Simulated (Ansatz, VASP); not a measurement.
**Two plane-wave programs on H15C2NO6**

```
CELL_PARAMETERS angstrom
7.02778 0.00000 0.00000
0.00000 7.02778 0.00000
0.00000 0.00000 7.02778
ATOMIC_POSITIONS crystal
O 0.11109 0.56463 0.71654
O 0.01123 0.57731 0.33628
O 0.20893 0.17781 0.48434
O 0.44913 0.08070 0.80179
O 0.07619 0.81351 0.01600
O 0.62739 0.47412 0.22377
H 0.06969 0.58274 0.58269
H 0.11626 0.42765 0.73351
H 0.05478 0.66583 0.23545
H 0.88147 0.54270 0.29690
H 0.19569 0.29581 0.41196
H 0.25660 0.08363 0.39426
H 0.37560 0.12419 0.69048
H 0.49922 0.95821 0.75977
H 0.19149 0.88907 0.99733
H 0.07838 0.72266 0.90710
H 0.60545 0.44708 0.08985
H 0.55144 0.58949 0.24984
H 0.84416 0.03245 0.44752
H 0.86275 0.02564 0.19390
H 0.72227 0.20780 0.30731
C 0.76755 0.05753 0.31375
C 0.60207 0.93774 0.30278
N 0.46724 0.84152 0.29412
```

Alike in both runs: functional PBE; dispersion D3(BJ); k mesh 1 × 1 × 1; occupations fermi-dirac, width 0.05 eV; no spin polarisation.

Ansatz relaxed the structure, and its values are those at the end. VASP's run is a single point on that final structure, the one shown.

|  | VASP | Ansatz |
| --- | --- | --- |
| version | VASP 6.6.1 | Ansatz 0.2.0 |
| potentials or method | VASP PAW PBE potentials, release 64 (O_h, H_h, C_h, N_h), cutoff 1000 eV | scalar-relativistic, plane waves, PAW |
| valence electrons in the cell | 64 | 64 |

|  | VASP | Ansatz | Ansatz less VASP |
| --- | --- | --- | --- |
| rms of the force components (eV/Å) | 0.066 | 0.066 | +0.0001 |
